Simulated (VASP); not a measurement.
BeTe (rocksalt type):

```
Be Te
1.0
     0.00000    2.47236    2.47236
     2.47236    0.00000    2.47236
     2.47236    2.47236    0.00000
Be Te
1 1
Direct
  0.00000 0.00000 0.00000
  0.50000 0.50000 0.50000
```

| Property | Result |
| --- | --- |
| Program | VASP 6.6.1 |
| Task | relaxation of cell and atoms |
| Functional | PBEsol |
| Potentials or basis | VASP PAW PBE potentials, release 64 (Be, Te) |
| Cutoff | 600 eV |
| k mesh | 15 × 15 × 15 |
| Occupations | fermi-dirac, width 0.08 eV |
| Spin | no spin polarisation |

At the start: pressure 23.8 GPa; volume 15.11 Å³/atom.

Q: Where does the relaxation end?

A: Over 5 steps the energy falls by 221.7 meV/atom and the volume is 18.68 Å³/atom (+23.6 %); space group Fm-3m (No. 225, to 0.1 Å) before and after.

The path:
| step | energy change (eV) | largest force (eV/Å) | pressure (GPa) | volume (Å³) |
| --- | --- | --- | --- | --- |
| 1 | 0.0000 | 0.0000 | 23.79 | 30.22 |
| 2 | -0.3702 | 0.0000 | -5.72 | 41.14 |
| 3 | -0.4433 | 0.0000 | 0.14 | 37.30 |
| 4 | -0.4433 | 0.0000 | -0.16 | 37.46 |
| 5 | -0.4434 | 0.0000 | 0.01 | 37.36 |

Final structure:
```yaml
crystal:
  lattice:
    - [0.00000, 2.65340, 2.65340]
    - [2.65340, 0.00000, 2.65340]
    - [2.65340, 2.65340, 0.00000]
  atoms:
    - { symbol: Be, position: [0.00000, 0.00000, 0.00000] }
    - { symbol: Te, position: [0.50000, 0.50000, 0.50000] }
```

Caveat: the volume moved by over 15 % at a fixed basis, so the end points are rough; the PAW data sets were made with another functional, which shifts forces and pressure a little.
